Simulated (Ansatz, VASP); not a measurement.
**Two plane-wave programs on KBr**

File INCAR:

```
ALGO = Normal ; EDIFF = 1E-7
ENCUT = 520 ; GGA = PE
ISIF = 2 ; ISMEAR = 0
LASPH = True ; LCHARG = False
LREAL = False ; LWAVE = False
NBANDS = 15 ; NELM = 60
PREC = Accurate ; SIGMA = 0.05
```

File KPOINTS:

```
k-points
0
Gamma
  6 6 6
```

POSCAR

```
KBr
1.0
    0.0000000000      3.4571250000      3.1278750000
    3.4571250000      0.0000000000      3.1278750000
    3.4571250000      3.4571250000      0.0000000000
K Br
1 1
Direct
    0.0000000000      0.0000000000      0.0000000000
    0.5000000000      0.5000000000      0.5000000000
```

Input for Ansatz:

```yaml
crystal:
  lattice:
    - [0.0, 3.457125, 3.127875]
    - [3.457125, 0.0, 3.127875]
    - [3.457125, 3.457125, 0.0]
  atoms:
    - { symbol: K, position: [0.0, 0.0, 0.0] }
    - { symbol: Br, position: [0.5, 0.5, 0.5] }
basis:
  ecutwfc: 420
kpoints:
  mp_grid: { grid: [6, 6, 6] }
hamiltonian:
  xc: pbe
scf:
  occupations: { method: gaussian, width: 0.05 }
output:
  forces: true
  stress: true
  eigenvalues: true
```

Change from the starting cell: strain +0.050 along x and y, -0.050 along z, atoms carried along.

Alike in both runs: task single point; functional PBE; k mesh 6 × 6 × 6; occupations gaussian, width 0.05 eV; no spin polarisation.

|  | VASP | Ansatz |
| --- | --- | --- |
| version | VASP 6.6.1 | Ansatz 0.2.0 |
| potentials or method | VASP PAW PBE potentials, release 64 (K_sv, Br), cutoff 520 eV | scalar-relativistic, plane waves, PAW |
| valence electrons in the cell | 16 | 16 |

|  | VASP | Ansatz | Ansatz less VASP |
| --- | --- | --- | --- |
| gap on the k mesh at the Fermi level (eV) | 4.28 | 4.28 | +0.002 |
| least direct gap on the mesh (eV) | 4.28 | 4.28 | +0.002 |
| pressure (GPa) | 0.6 | 0.6 | -0.04 |
| traceless stress, the component that is largest in VASP (GPa) | 2.28 | 2.25 | -0.036 |
